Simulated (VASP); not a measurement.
The system is Ba2SO.

```
O Ba S
1.0
     4.29302    0.00000    0.00000
     0.00000    4.29302    0.00000
     0.00000    0.00000    6.07753
O Ba S
1 2 1
Direct
  0.00000 0.00000 0.00000
  0.00000 0.00000 0.50000
  0.50000 0.50000 0.00000
  0.50000 0.50000 0.50000
```

Base run:

```yaml
Program: VASP 6.6.1
Functional: PBE
Potentials_or_basis: VASP PAW PBE potentials, release 64 (O, Ba_sv, S)
Cutoff: 600 eV
k_mesh: 4 × 4 × 4
Occupations: gaussian, width 0.01 eV
Spin: no spin polarisation
```

Its results: band gap on the k mesh 1.57 eV; pressure 1.2 GPa.

Question: The run is repeated on the same cell with these changes: functional from PBE to HSE06; cutoff from 600 eV to 520 eV; k mesh from 4 × 4 × 4 to 4 × 4 × 2. What comes out?

Answer: Band gap on the k mesh 2.67 eV; pressure 0.7 GPa.

Several settings changed at once.

Caveats: some runs use coarse meshes; spin-orbit coupling is left out, which moves the levels of the heavy elements; the PAW data sets were made with another functional, which shifts forces and pressure a little (at least some runs).

A k mesh can miss the band edges.
